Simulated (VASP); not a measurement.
# Pt (Fm-3m) in VASP: a series of runs

Pt is run at these levels: PBE; tasks: single point.

Everything below comes from runs of VASP 6.6.1. Logs are shortened: lines on timing, memory, paths and dates and some standing lists are left out, and cuts for length are marked.

**1. The cell of the first run**

The structure is cubic, space group Fm-3m (No. 225). The conventional cell has a = 3.922 Å, b = 3.922 Å, c = 3.922 Å, α = 90.00°, β = 90.00°, γ = 90.00°. Within 3.7 Å of Pt (site symmetry m-3m) lie 12 Pt at 2.77 Å.

**2. Single point, PBE**

INCAR

```
ALGO     = Normal         # electronic algorithm
EDIFF    = 1E-7           # SCF threshold, eV
ENCUT    = 520            # plane-wave cutoff, eV
GGA      = PE             # functional
ISIF     = 2              # what is computed and relaxed
ISMEAR   = 0              # smearing method
LASPH    = T              # aspherical terms in the spheres
LCHARG   = T              # write CHGCAR
LELF     = T              # ELF
LREAL    = F              # projectors in reciprocal space
LVHAR    = T            
LWAVE    = F              # write WAVECAR
NBANDS   = 11             # bands
NELM     = 80             # most SCF steps
PREC     = Accurate       # precision mode
SIGMA    = 0.1            # smearing width, eV
```

KPOINTS

```
k-points
0
Gamma
  3 3 3
```

POSCAR

```
Pt
1.0
    0.0000000000      1.9609000000      1.9609000000
    1.9609000000      0.0000000000      1.9609000000
    1.9609000000      1.9609000000      0.0000000000
Pt
1
Direct
    0.0000000000      0.0000000000      0.0000000000
```

Potentials or basis: VASP PAW PBE potentials, release 64 (Pt).

The run is started by

```
cat potpaw_PBE.64/Pt/POTCAR > POTCAR
mpirun -np 1 vasp_std > vasp.out
```

OUTCAR:

```text
EDIFF = 1E-7
   ENCUT = 520
   GGA = PE
   ISIF = 2
   ISMEAR = 0
   LASPH = T
   LREAL = F
   NELM = 80
   PREC = Accurate

 ion  position               nearest neighbor table
   1  0.000  0.000  0.000-

  LATTYP: Found a face centered cubic cell.
 ALAT       =     3.9218000000

  Lattice vectors:

 A1 = (   0.0000000000,   1.9609000000,   1.9609000000)
 A2 = (   1.9609000000,   0.0000000000,   1.9609000000)
 A3 = (   1.9609000000,   1.9609000000,   0.0000000000)

Analysis of symmetry for initial positions (statically):
=====================================================================
 Subroutine PRICEL returns:
 Original cell was already a primitive cell.

 Routine SETGRP: Setting up the symmetry group for a
 face centered cubic supercell.

 Subroutine GETGRP returns: Found 48 space group operations
 (whereof 48 operations were pure point group operations)
 out of a pool of 48 trial point group operations.

The static configuration has the point symmetry O_h .

Analysis of symmetry for dynamics (positions and initial velocities):
=====================================================================
 Subroutine PRICEL returns:
 Original cell was already a primitive cell.

 Routine SETGRP: Setting up the symmetry group for a
 face centered cubic supercell.

 Subroutine GETGRP returns: Found 48 space group operations
 (whereof 48 operations were pure point group operations)
 out of a pool of 48 trial point group operations.

The dynamic configuration has the point symmetry O_h .

 Subroutine INISYM returns: Found 48 space group operations
 (whereof 48 operations are pure point group operations),
 and found     1 'primitive' translations

----------------------------------------------------------------------------------------

                                     Primitive cell

  volume of cell :      15.0798

  direct lattice vectors                    reciprocal lattice vectors
     0.000000000  1.960900000  1.960900000    -0.254984956  0.254984956  0.254984956
     1.960900000  0.000000000  1.960900000     0.254984956 -0.254984956  0.254984956
     1.960900000  1.960900000  0.000000000     0.254984956  0.254984956 -0.254984956

  length of vectors
     2.773131374  2.773131374  2.773131374     0.441646899  0.441646899  0.441646899

  position of ions in fractional coordinates (direct lattice)
     0.000000000  0.000000000  0.000000000

  ion indices of the primitive-cell ions
   primitive index   ion index
                 1           1

----------------------------------------------------------------------------------------

 KPOINTS: k-points

Automatic generation of k-mesh.
 Grid dimensions read from file:
 generate k-points for:    3    3    3

 Generating k-lattice:

  Cartesian coordinates                     Fractional coordinates (reciprocal lattice)
    -0.084994985  0.084994985  0.084994985     0.333333333  0.000000000  0.000000000
     0.084994985 -0.084994985  0.084994985     0.000000000  0.333333333  0.000000000
     0.084994985  0.084994985 -0.084994985     0.000000000  0.000000000  0.333333333

  Length of vectors
     0.147215633  0.147215633  0.147215633

  Shift w.r.t. Gamma in fractional coordinates (k-lattice)
     0.000000000  0.000000000  0.000000000

 Subroutine IBZKPT returns following result:
 ===========================================

 Found      4 irreducible k-points:

 Following reciprocal coordinates:
            Coordinates               Weight
  0.000000  0.000000  0.000000      1.000000
  0.333333  0.000000  0.000000      8.000000
  0.333333  0.333333  0.000000      6.000000
 -0.333333  0.333333  0.000000     12.000000
   k-points           NKPTS =      4   k-points in BZ     NKDIM =      4   number of bands    NBANDS=     11
   number of dos      NEDOS =    301   number of ions     NIONS =      1
   total plane-waves  NPLWV =  13824
   dimension x,y,z NGX =    24 NGY =   24 NGZ =   24
   dimension x,y,z NGXF=    48 NGYF=   48 NGZF=   48
   ions per type =               1
   NGX,Y,Z   is equivalent  to a cutoff of  14.39, 14.39, 14.39 a.u.
   NGXF,Y,Z  is equivalent  to a cutoff of  28.78, 28.78, 28.78 a.u.
 SYSTEM =  unknown system
   PREC   = accura    normal or accurate (medium, high low for compatibility)
   ISTART =      0    job   : 0-new  1-cont  2-samecut
   ICHARG =      2    charge: 1-file 2-atom 10-const
   ISPIN  =      1    spin polarized calculation?
   LNONCOLLINEAR =      F non collinear calculations
   LSORBIT =      F    spin-orbit coupling
   LASPH  =      T    aspherical Exc in radial PAW
   ENCUT  =  520.0 eV  38.22 Ry    6.18 a.u.   5.16  5.16  5.16*2*pi/ulx,y,z
   NELM   =     80;   NELMIN=  2; NELMDL= -5     # of ELM steps
   EDIFF  = 0.1E-06   stopping-criterion for ELM
   LREAL  =      F    real-space projection
   EDIFFG = 0.1E-05   stopping-criterion for IOM
   NSW    =      0    number of steps for IOM
   IBRION =     -1    ionic relax: 0-MD 1-quasi-New 2-CG
   NFREE  =      0    steps in history (QN), initial steepest desc. (CG)
   ISIF   =      2    stress and relaxation
   ISYM   =      2    0-nonsym 1-usesym 2-fastsym
   POTIM  = 0.5000    time-step for ionic-motion
   TEBEG  =    0.0;   TEEND  =   0.0 temperature during run
   PSTRESS=    0.0 pullay stress
   NELECT =      10.0000    total number of electrons
   NUPDOWN=      -1.0000    fix difference up-down
   EMIN   =  10.00;   EMAX   =-10.00  energy-range for DOS
   EFERMI =   0.00;   METHOD = LEGACY
   ISMEAR =     0;   SIGMA  =   0.10  broadening in eV -4-tet -1-fermi 0-gaus
   EFERMI_NEDOS =   21; number of points for ismear=-14 and -15
   IALGO  =     38    algorithm
   IMIX   =      4    mixing-type and parameters
     AMIX     =   0.40;   BMIX     =  1.00
     AMIX_MAG =   1.60;   BMIX_MAG =  1.00
  volume/ion in A,a.u.               =      15.08       101.76
  Fermi-wavevector in a.u.,A,eV,Ry     =   1.427609  2.697791 27.729605  2.038068
  Thomas-Fermi vector in A             =   2.547760
   LORBIT       =      0    0 simple, 1 ext, 2 COOP (PROOUT), +10 PAW based schemes
   GGA     = PE    functional components
   LHFCALC =     F    Hartree Fock is set to
   AEXX    =    0.0000 exact exchange contribution
   IVDW    =     0    specifies the selected vdW correction
   LEPSILON=     F    determine dielectric tensor
   LRPA    =     F    only Hartree local field effects (RPA)
 non-spin polarized calculation
 Gauss-broadening in eV      SIGMA  =   0.10
  energy-cutoff  :      520.00
  volume of cell :       15.08
 maximum number of plane-waves:       419
 NGX is ok and might be reduce to    24
   NGX = 11   NGY = 11   NGZ = 11

 number of electron      10.0000000 magnetization

 Free energy of the ion-electron system (eV)
  ---------------------------------------------------
  ext. energy  EPLUGINS =         0.00000000
  ---------------------------------------------------
  free energy    TOTEN  =        -5.44614237 eV

  energy without entropy =       -5.42268461  energy(sigma->0) =       -5.43441349

 E-fermi :  10.4589     XC(G=0): -13.5256

 val. band max:       10.2998256469   @ k =   0.3333   0.0000   0.0000
 cond. band min:      10.5032297492   @ k =  -0.3333   0.3333   0.0000
 fundamental gap:      0.2034041023
 Fermi energy:        10.4588973133

 k-point     1 :       0.0000    0.0000    0.0000
  band No.  band energies     occupation
      1       1.0547      2.00000
      2       7.3788      2.00000
      3       7.3788      2.00000
      4       7.3788      2.00000
      5       9.4869      2.00000
      6       9.4869      2.00000
      7      25.9425      0.00000
      8      30.8665      0.00000
      9      30.8665      0.00000
     10      30.8665      0.00000
     11      36.2450      0.00000

 k-point     2 :       0.3333    0.0000    0.0000
  band No.  band energies     occupation
      1       3.7436      2.00000
      2       7.5621      2.00000
      3       7.5621      2.00000
      4       7.9418      2.00000
      5      10.2998      1.97553
      6      10.2998      1.97553
      7      21.5430      0.00000
      8      26.6946      0.00000
      9      32.6338      0.00000
     10      32.6338      0.00000
     11      36.3424      0.00000

 k-point     3 :       0.3333    0.3333    0.0000
  band No.  band energies     occupation
      1       4.4192      2.00000
      2       5.1621      2.00000
      3       9.1062      2.00000
      4      10.1215      2.00000
      5      10.1215      2.00000
      6      10.6630      0.00389
      7      25.6963      0.00000
      8      25.6963      0.00000
      9      26.3863      0.00000
     10      30.2494      0.00000
     11      32.4241      0.00000

 k-point     4 :      -0.3333    0.3333    0.0000
  band No.  band energies     occupation
      1       5.3269      2.00000
      2       6.3093      2.00000
      3       7.4922      2.00000
      4       9.2380      2.00000
      5      10.5032      0.53069
      6      15.5550      0.00000
      7      19.9976      0.00000
      8      20.9189      0.00000
      9      27.9659      0.00000
     10      30.1671      0.00000
     11      37.8547      0.00000

------------------------ aborting loop because EDIFF is reached ----------------------------------------

  FORCE on cell =-STRESS in cart. coord.  units (eV):
  Direction    XX          YY          ZZ          XY          YZ          ZX
  --------------------------------------------------------------------------------------
  -------------------------------------------------------------------------------------
  Total        1.7452700      1.7452700      1.7452700      0.0000000      0.0000000     -0.0000000
  in kB      185.4286657    185.4286657    185.4286657      0.0000000      0.0000000     -0.0000000
  external PRESSURE =     185.4286657 kB  Pullay stress =       0.0000000 kB

 VOLUME and BASIS-vectors are now :
 -----------------------------------------------------------------------------
  energy-cutoff  :      520.00
  volume of cell :       15.08
      direct lattice vectors                 reciprocal lattice vectors
     0.000000000  1.960900000  1.960900000    -0.254984956  0.254984956  0.254984956
     1.960900000  0.000000000  1.960900000     0.254984956 -0.254984956  0.254984956
     1.960900000  1.960900000  0.000000000     0.254984956  0.254984956 -0.254984956

 POSITION                                       TOTAL-FORCE (eV/Angst)
 -----------------------------------------------------------------------------------
      0.00000      0.00000      0.00000         0.000000      0.000000      0.000000
 -----------------------------------------------------------------------------------
    total drift:                               -0.000000      0.000000     -0.000000

  FREE ENERGIE OF THE ION-ELECTRON SYSTEM (eV)
  ---------------------------------------------------
  free  energy   TOTEN  =        -5.4461423748 eV

  energy  without entropy=       -5.4226846096  energy(sigma->0) =       -5.43441349
```

Wall time 2.9 s (1 thread of Intel Xeon Platinum 8259CL at 2.50GHz (Skylake/Cascade Lake), shared host); peak memory 0.14 GiB.

Results:

| Item | Value |
| --- | --- |
| Free energy | -5.4461 eV |
| Pressure | 18.5 GPa |
| Band gap on the k mesh | zero (band 5 reaches 10.50 eV, above the bottom of band 6 at 9.49 eV) |

Caveat: the k points lie up to 0.92 Å⁻¹ apart; spin-orbit coupling is left out, which moves the levels of the heavy elements.

**3. Single point, PBE**

INCAR

```
PREC = Accurate ; ENCUT = 520
EDIFF = 1E-6 ; ISMEAR = 0
SIGMA = 0.1 ; LREAL = F
LASPH = T ; NELM = 100
ALGO = Normal ; ISIF = 2
LWAVE = F ; LCHARG = F
GGA = PE ; NBANDS = 11
```

KPOINTS

```
Automatic mesh
0
Gamma
  5 5 5
```

POSCAR is that of step 2.

Potentials or basis: VASP PAW PBE potentials, release 64 (Pt).

The run is started by

```
cat potpaw_PBE.64/Pt/POTCAR > POTCAR
mpirun -np 1 vasp_std > vasp.out
```

Wall time 3.2 s (1 thread of Intel Xeon Platinum 8259CL at 2.50GHz (Skylake/Cascade Lake), shared host); peak memory 0.14 GiB.

Results (log left out):

```yaml
Free_energy: -5.7803 eV
Pressure: 14.6 GPa
Band_gap_on_the_k_mesh: zero (band 5 reaches 11.34 eV, above the bottom of band 6 at 9.59 eV)
```

Levels at points of the mesh, in eV from the Fermi level:
```csv
k point,band 3,band 4,band 5,band 6,band 7,band 8
"(0.00, 0.00, 0.00)",-3.70,-3.70,-1.55,-1.55,14.72,19.68
```

Caveat: the k points lie up to 0.55 Å⁻¹ apart; spin-orbit coupling is left out, which moves the levels of the heavy elements.
